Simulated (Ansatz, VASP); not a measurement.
**WS2 in VASP and in Ansatz**

INCAR

```
ALGO     = Normal         # electronic algorithm
EDIFF    = 1E-6           # SCF threshold, eV
ENCUT    = 520            # plane-wave cutoff, eV
GGA      = PE             # functional
ISIF     = 2              # what is computed and relaxed
ISMEAR   = -1             # smearing method
LASPH    = True           # aspherical terms in the spheres
LCHARG   = True           # write CHGCAR
LELF     = True           # ELF
LREAL    = False          # projectors in reciprocal space
LVHAR    = True         
LWAVE    = False          # write WAVECAR
NBANDS   = 20             # bands
NELM     = 80             # most SCF steps
PREC     = Accurate       # precision mode
SIGMA    = 0.05           # smearing width, eV
```

The input KPOINTS:

```
k-points
0
Gamma
  10 10 10
```

File POSCAR:

```
WS2
1.0
    1.5576595461      0.8993151583      6.0800348339
   -1.5576595461      0.8993151583      6.0800348339
    0.0000000000     -1.7986303165      6.0800348339
W S
1 2
Direct
    0.0000000000      0.0000000000      0.0000000000
    0.5810000000      0.5810000000      0.5810000000
    0.7503000000      0.7503000000      0.7503000000
```

Contents of input.yaml:

```yaml
crystal:
  lattice:
    - [1.5576595461, 0.8993151583, 6.0800348339]
    - [-1.5576595461, 0.8993151583, 6.0800348339]
    - [0.0, -1.7986303165, 6.0800348339]
  atoms:
    - { symbol: W, position: [0.0, 0.0, 0.0] }
    - { symbol: S, position: [0.581, 0.581, 0.581] }
    - { symbol: S, position: [0.7503, 0.7503, 0.7503] }
hamiltonian:
  xc: pbe
  pseudopotentials: { kind: paw, azcp: { folder: soft_1 } }
kpoints:
  mp_grid: { grid: [10, 10, 10] }
scf:
  occupations: { method: fermi_dirac, width: 0.05 }
output:
  forces: true
  stress: true
  eigenvalues: true
```

Alike in both runs: task single point; functional PBE; k mesh 10 × 10 × 10; occupations fermi-dirac, width 0.05 eV; no spin polarisation.

|  | VASP | Ansatz |
| --- | --- | --- |
| version | VASP 6.6.1 | Ansatz 0.2.0 |
| potentials or method | VASP PAW PBE potentials, release 64 (W_sv, S) | Ansatz PAW soft_1 |
| plane-wave cutoff (eV) | 520 | 420 |
| valence electrons in the cell | 26 | 26 |

Ansatz gave:

* gap on the k mesh at the Fermi level (eV): 1.02
* least direct gap on the mesh (eV): 2.35
* pressure (GPa): 12.4
* traceless stress, the component that is largest in VASP (GPa): 0.79
* rms of the force components (eV/Å): 0.537

Problem. Which values does VASP return?

Solution. gap on the k mesh at the Fermi level (eV): 1.03; least direct gap on the mesh (eV): 2.36; pressure (GPa): 12.4; traceless stress, the component that is largest in VASP (GPa): 0.78; rms of the force components (eV/Å): 0.537.

Atom by atom the forces differ by 0.000 eV/Å (rms over components).

Neither program's run includes spin-orbit coupling.
